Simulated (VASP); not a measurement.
A run of VASP 6.6.1 is set up as follows.

File INCAR:

```
SYSTEM = CsCl
PREC = Accurate
ENCUT = 500
EDIFF = 1E-6
ISMEAR = -1
SIGMA = 0.02
LREAL = .FALSE.
LASPH = .TRUE.
NELM = 120
ALGO = Normal
ISIF = 2
LWAVE = .FALSE.
LCHARG = .TRUE.
GGA = PE
LELF = .TRUE.
LVHAR = .TRUE.
NBANDS = 15
GGA_COMPAT = .FALSE.
```

Contents of KPOINTS:

```
Automatic mesh
0
G
  6 6 6
  0 0 0
```

Contents of POSCAR:

```
CsCl
1.0
    4.2029291410      0.0000000000      0.0000000000
    0.0000000000      4.2029291410      0.0000000000
    0.0000000000      0.0000000000      4.2029291410
Cs Cl
1 1
Direct
    0.0000000000      0.0000000000      0.0000000000
    0.5000000000      0.5000000000      0.5000000000
```

Potentials or basis: VASP PAW PBE potentials, release 64 (Cs_sv, Cl).

The run is started by

```sh
$ cat potpaw_PBE.64/Cs_sv/POTCAR potpaw_PBE.64/Cl/POTCAR > POTCAR
$ mpirun -np 1 vasp_std > vasp.out
```

What does it give for the band gap on the k mesh?

5.01 eV.

Predict the pressure.

0.0 GPa.

Caveat: spin-orbit coupling is left out, which moves the levels of the heavy elements.
